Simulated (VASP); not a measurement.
# Si (Fd-3m) in VASP: single point with PBE

Aim: the single point of Si with PBE.

Program: VASP 6.6.1. These are calculated values, not measurements. Logs are shortened: lines on timing, memory, paths and dates and some standing lists are left out, and cuts for length are marked.

### Step 1. The cell of the first run

The structure is cubic, space group Fd-3m (No. 227). The conventional cell has a = 5.470 Å, b = 5.470 Å, c = 5.470 Å, α = 90.00°, β = 90.00°, γ = 90.00°. Within 3.1 Å of Si (site symmetry -43m) lie 4 Si at 2.37 Å.

### Step 2. Single point, PBE

INCAR

```
SYSTEM = Si
  PREC = Accurate
  ENCUT = 500
  EDIFF = 1E-6
  ISMEAR = 0
  SIGMA = 0.02
  LREAL = .FALSE.
  LASPH = .TRUE.
  NELM = 120
  ALGO = Normal
  ISIF = 2
  LWAVE = .FALSE.
  LCHARG = .FALSE.
  GGA = PE
  NBANDS = 11
  GGA_COMPAT = .FALSE.
```

KPOINTS

```
Automatic mesh
0
G
  8 8 8
  0 0 0
```

POSCAR

```
Si
1.0
    0.0000000000      2.7350468832      2.7350468832
    2.7350468832      0.0000000000      2.7350468832
    2.7350468832      2.7350468832      0.0000000000
Si
2
Direct
    0.7500000000      0.7500000000      0.7500000000
    0.5000000000      0.5000000000      0.5000000000
```

Potentials or basis: VASP PAW PBE potentials, release 64 (Si).

Run with:

```sh
> cat potpaw_PBE.64/Si/POTCAR > POTCAR
> mpirun -np 1 vasp_std > vasp.out
```

OUTCAR:

```text
SYSTEM = Si
   PREC = Accurate
   ENCUT = 500
   EDIFF = 1E-6
   ISMEAR = 0
   LREAL = .FALSE.
   LASPH = .TRUE.
   NELM = 120
   ISIF = 2
   GGA = PE

 ion  position               nearest neighbor table
   1  0.750  0.750  0.750-   2 2.37   2 2.37   2 2.37   2 2.37
   2  0.500  0.500  0.500-   1 2.37   1 2.37   1 2.37   1 2.37

  LATTYP: Found a face centered cubic cell.
 ALAT       =     5.4700937664

  Lattice vectors:

 A1 = (   0.0000000000,   2.7350468832,   2.7350468832)
 A2 = (   2.7350468832,   0.0000000000,   2.7350468832)
 A3 = (   2.7350468832,   2.7350468832,   0.0000000000)

Analysis of symmetry for initial positions (statically):
=====================================================================
 Subroutine PRICEL returns:
 Original cell was already a primitive cell.

 Routine SETGRP: Setting up the symmetry group for a
 face centered cubic supercell.

 Subroutine GETGRP returns: Found 48 space group operations
 (whereof 24 operations were pure point group operations)
 out of a pool of 48 trial point group operations.

The static configuration has the point symmetry T_d .
 The point group associated with its full space group is O_h .

Analysis of symmetry for dynamics (positions and initial velocities):
=====================================================================
 Subroutine PRICEL returns:
 Original cell was already a primitive cell.

 Routine SETGRP: Setting up the symmetry group for a
 face centered cubic supercell.

 Subroutine GETGRP returns: Found 48 space group operations
 (whereof 24 operations were pure point group operations)
 out of a pool of 48 trial point group operations.

The dynamic configuration has the point symmetry T_d .
 The point group associated with its full space group is O_h .

 Subroutine INISYM returns: Found 48 space group operations
 (whereof 24 operations are pure point group operations),
 and found     1 'primitive' translations

----------------------------------------------------------------------------------------

                                     Primitive cell

  volume of cell :      40.9189

  direct lattice vectors                    reciprocal lattice vectors
     0.000000000  2.735046883  2.735046883    -0.182812223  0.182812223  0.182812223
     2.735046883  0.000000000  2.735046883     0.182812223 -0.182812223  0.182812223
     2.735046883  2.735046883  0.000000000     0.182812223  0.182812223 -0.182812223

  length of vectors
     3.867940396  3.867940396  3.867940396     0.316640058  0.316640058  0.316640058

  position of ions in fractional coordinates (direct lattice)
     0.750000000  0.750000000  0.750000000
     0.500000000  0.500000000  0.500000000

  ion indices of the primitive-cell ions
   primitive index   ion index
                 1           1
                 2           2

----------------------------------------------------------------------------------------

 KPOINTS: Automatic mesh

Automatic generation of k-mesh.
 Grid dimensions read from file:
 generate k-points for:    8    8    8

 Generating k-lattice:

  Cartesian coordinates                     Fractional coordinates (reciprocal lattice)
    -0.022851528  0.022851528  0.022851528     0.125000000  0.000000000  0.000000000
     0.022851528 -0.022851528  0.022851528     0.000000000  0.125000000  0.000000000
     0.022851528  0.022851528 -0.022851528     0.000000000  0.000000000  0.125000000

  Length of vectors
     0.039580007  0.039580007  0.039580007

  Shift w.r.t. Gamma in fractional coordinates (k-lattice)
     0.000000000  0.000000000  0.000000000

 Subroutine IBZKPT returns following result:
 ===========================================

 Found     29 irreducible k-points:

 Following reciprocal coordinates:
            Coordinates               Weight
  0.000000  0.000000  0.000000      1.000000
  0.125000  0.000000  0.000000      8.000000
  0.250000  0.000000  0.000000      8.000000
  0.375000  0.000000  0.000000      8.000000
  0.500000  0.000000  0.000000      4.000000
  0.125000  0.125000  0.000000      6.000000
[... 16 lines left out ...]
  0.500000  0.250000  0.125000     48.000000
 -0.375000  0.250000  0.125000     24.000000
 [... further k-points ...]
   k-points           NKPTS =     29   k-points in BZ     NKDIM =     29   number of bands    NBANDS=     11
   number of dos      NEDOS =    301   number of ions     NIONS =      2
   total plane-waves  NPLWV =  21952
   dimension x,y,z NGX =    28 NGY =   28 NGZ =   28
   dimension x,y,z NGXF=    56 NGYF=   56 NGZF=   56
   ions per type =               2
   NGX,Y,Z   is equivalent  to a cutoff of  12.03, 12.03, 12.03 a.u.
   NGXF,Y,Z  is equivalent  to a cutoff of  24.07, 24.07, 24.07 a.u.
 SYSTEM =  Si
   PREC   = accura    normal or accurate (medium, high low for compatibility)
   ISTART =      0    job   : 0-new  1-cont  2-samecut
   ICHARG =      2    charge: 1-file 2-atom 10-const
   ISPIN  =      1    spin polarized calculation?
   LNONCOLLINEAR =      F non collinear calculations
   LSORBIT =      F    spin-orbit coupling
   LASPH  =      T    aspherical Exc in radial PAW
   ENCUT  =  500.0 eV  36.75 Ry    6.06 a.u.   7.05  7.05  7.05*2*pi/ulx,y,z
   NELM   =    120;   NELMIN=  2; NELMDL= -5     # of ELM steps
   EDIFF  = 0.1E-05   stopping-criterion for ELM
   LREAL  =      F    real-space projection
   EDIFFG = 0.1E-04   stopping-criterion for IOM
   NSW    =      0    number of steps for IOM
   IBRION =     -1    ionic relax: 0-MD 1-quasi-New 2-CG
   NFREE  =      0    steps in history (QN), initial steepest desc. (CG)
   ISIF   =      2    stress and relaxation
   ISYM   =      2    0-nonsym 1-usesym 2-fastsym
   POTIM  = 0.5000    time-step for ionic-motion
   TEBEG  =    0.0;   TEEND  =   0.0 temperature during run
   PSTRESS=    0.0 pullay stress
   NELECT =       8.0000    total number of electrons
   NUPDOWN=      -1.0000    fix difference up-down
   EMIN   =  10.00;   EMAX   =-10.00  energy-range for DOS
   EFERMI =   0.00;   METHOD = LEGACY
   ISMEAR =     0;   SIGMA  =   0.02  broadening in eV -4-tet -1-fermi 0-gaus
   EFERMI_NEDOS =   21; number of points for ismear=-14 and -15
   IALGO  =     38    algorithm
   IMIX   =      4    mixing-type and parameters
     AMIX     =   0.40;   BMIX     =  1.00
     AMIX_MAG =   1.60;   BMIX_MAG =  1.00
  volume/ion in A,a.u.               =      20.46       138.07
  Fermi-wavevector in a.u.,A,eV,Ry     =   0.950160  1.795542 12.283393  0.902804
  Thomas-Fermi vector in A             =   2.078511
   LORBIT       =      0    0 simple, 1 ext, 2 COOP (PROOUT), +10 PAW based schemes
   GGA     = PE    functional components
   LHFCALC =     F    Hartree Fock is set to
   AEXX    =    0.0000 exact exchange contribution
   IVDW    =     0    specifies the selected vdW correction
   LEPSILON=     F    determine dielectric tensor
   LRPA    =     F    only Hartree local field effects (RPA)
 non-spin polarized calculation
 Gauss-broadening in eV      SIGMA  =   0.02
  energy-cutoff  :      500.00
  volume of cell :       40.92
 maximum number of plane-waves:      1056
   NGX = 15   NGY = 15   NGZ = 15

 number of electron       8.0000000 magnetization

 Free energy of the ion-electron system (eV)
  ---------------------------------------------------
  ext. energy  EPLUGINS =         0.00000000
  ---------------------------------------------------
  free energy    TOTEN  =       -10.84606292 eV

  energy without entropy =      -10.84606292  energy(sigma->0) =      -10.84606292

 E-fermi :   5.7097     XC(G=0):  -9.3237

 val. band max:        5.6098993435   @ k =   0.0000   0.0000   0.0000
 cond. band min:       6.2610692454   @ k =   0.3750   0.3750   0.0000
 fundamental gap:      0.6511699020
 Fermi energy:         5.7097076253

 k-point     1 :       0.0000    0.0000    0.0000
  band No.  band energies     occupation
      1      -6.2000      2.00000
      2       5.6099      2.00000
      3       5.6099      2.00000
      4       5.6099      2.00000
      5       8.1660      0.00000
      6       8.1660      0.00000
      7       8.1660      0.00000
      8       8.7353      0.00000
      9      13.3181      0.00000
     10      13.3181      0.00000
     11      13.4840      0.00000

 k-point     2 :       0.1250    0.0000    0.0000
  band No.  band energies     occupation
      1      -5.9996      2.00000
      2       4.0193      2.00000
      3       5.3277      2.00000
      4       5.3277      2.00000
      5       8.0505      0.00000
      6       8.5812      0.00000
      7       8.5812      0.00000
      8      10.1363      0.00000
      9      12.8455      0.00000
     10      12.8455      0.00000
     11      14.2594      0.00000

 k-point     3 :       0.2500    0.0000    0.0000
  band No.  band energies     occupation
      1      -5.4156      2.00000
      2       1.7249      2.00000
      3       4.8653      2.00000
      4       4.8653      2.00000
      5       7.5665      0.00000
      6       9.0991      0.00000
      7       9.0991      0.00000
      8      12.3549      0.00000
      9      12.7963      0.00000
     10      12.7963      0.00000
     11      14.5369      0.00000

 k-point     4 :       0.3750    0.0000    0.0000
  band No.  band energies     occupation
      1      -4.5417      2.00000
      2      -0.2583      2.00000
      3       4.5427      2.00000
      4       4.5427      2.00000
      5       7.2019      0.00000
      6       9.0626      0.00000
      7       9.0626      0.00000
      8      13.4453      0.00000
      9      14.1472      0.00000
     10      14.1472      0.00000
     11      15.1157      0.00000

 k-point     5 :       0.5000    0.0000    0.0000
  band No.  band energies     occupation
      1      -3.9230      2.00000
      2      -1.2555      2.00000
      3       4.4321      2.00000
      4       4.4321      2.00000
      5       7.0737      0.00000
      6       8.9592      0.00000
      7       8.9592      0.00000
      8      13.3104      0.00000
      9      16.1028      0.00000
     10      16.1028      0.00000
     11      16.7856      0.00000
[... 211 lines left out ...]
 k-point    21 :       0.5000    0.5000    0.0000
  band No.  band energies     occupation
      1      -2.1341      2.00000
      2      -2.1341      2.00000
      3       2.8176      2.00000
      4       2.8176      2.00000
      5       6.3624      0.00000
      6       6.3624      0.00000
      7      15.5399      0.00000
      8      15.5399      0.00000
      9      16.5145      0.00000
     10      16.5145      0.00000
     11      18.0496      0.00000

 k-point    22 :       0.3750    0.2500    0.1250
  band No.  band energies     occupation
      1      -4.8959      2.00000
      2       1.3423      2.00000
      3       2.9597      2.00000
      4       4.2106      2.00000
      5       8.0526      0.00000
      6       9.4342      0.00000
      7       9.8129      0.00000
      8      11.0486      0.00000
      9      13.3202      0.00000
     10      15.7104      0.00000
     11      16.5702      0.00000

 k-point    23 :       0.5000    0.2500    0.1250
  band No.  band energies     occupation
      1      -4.0271      2.00000
      2      -0.1762      2.00000
      3       2.3558      2.00000
      4       3.7236      2.00000
      5       8.4736      0.00000
      6       9.1387      0.00000
      7      10.5861      0.00000
      8      11.4862      0.00000
      9      14.5377      0.00000
     10      15.2331      0.00000
     11      17.5090      0.00000

 k-point    24 :      -0.3750    0.2500    0.1250
  band No.  band energies     occupation
      1      -3.3935      2.00000
      2      -1.0949      2.00000
      3       2.2244      2.00000
      4       3.5008      2.00000
      5       8.6320      0.00000
      6       8.7564      0.00000
      7      11.4545      0.00000
      8      12.6743      0.00000
      9      12.9140      0.00000
     10      16.1152      0.00000
     11      17.1583      0.00000

 [... further k-points ...]
[... 5 lines left out ...]
  --------------------------------------------------------------------------------------
  -------------------------------------------------------------------------------------
  Total       -0.0165896     -0.0165896     -0.0165896      0.0000000      0.0000000     -0.0000000
  in kB       -0.6495630     -0.6495630     -0.6495630      0.0000000      0.0000000     -0.0000000
  external PRESSURE =      -0.6495630 kB  Pullay stress =       0.0000000 kB

 VOLUME and BASIS-vectors are now :
 -----------------------------------------------------------------------------
  energy-cutoff  :      500.00
  volume of cell :       40.92
      direct lattice vectors                 reciprocal lattice vectors
     0.000000000  2.735046883  2.735046883    -0.182812223  0.182812223  0.182812223
     2.735046883  0.000000000  2.735046883     0.182812223 -0.182812223  0.182812223
     2.735046883  2.735046883  0.000000000     0.182812223  0.182812223 -0.182812223

 POSITION                                       TOTAL-FORCE (eV/Angst)
 -----------------------------------------------------------------------------------
      4.10257      4.10257      4.10257         0.000000      0.000000     -0.000000
      2.73505      2.73505      2.73505        -0.000000     -0.000000      0.000000
 -----------------------------------------------------------------------------------
    total drift:                                0.000000      0.000000     -0.000000

  FREE ENERGIE OF THE ION-ELECTRON SYSTEM (eV)
  ---------------------------------------------------
  free  energy   TOTEN  =       -10.8460629189 eV

  energy  without entropy=      -10.8460629189  energy(sigma->0) =      -10.84606292
```

Wall time 6.7 s (1 thread of Intel Xeon 6975P-C (Granite Rapids), shared host); peak memory 0.14 GiB.

What came out:

| Item | Value |
| --- | --- |
| Free energy | -10.8461 eV |
| Pressure | -0.1 GPa |
| Band gap on the k mesh | 0.65 eV, indirect (least direct gap 2.56 eV) |

A k mesh can miss the band edges. As with any semilocal functional, this PBE gap is likely too small.
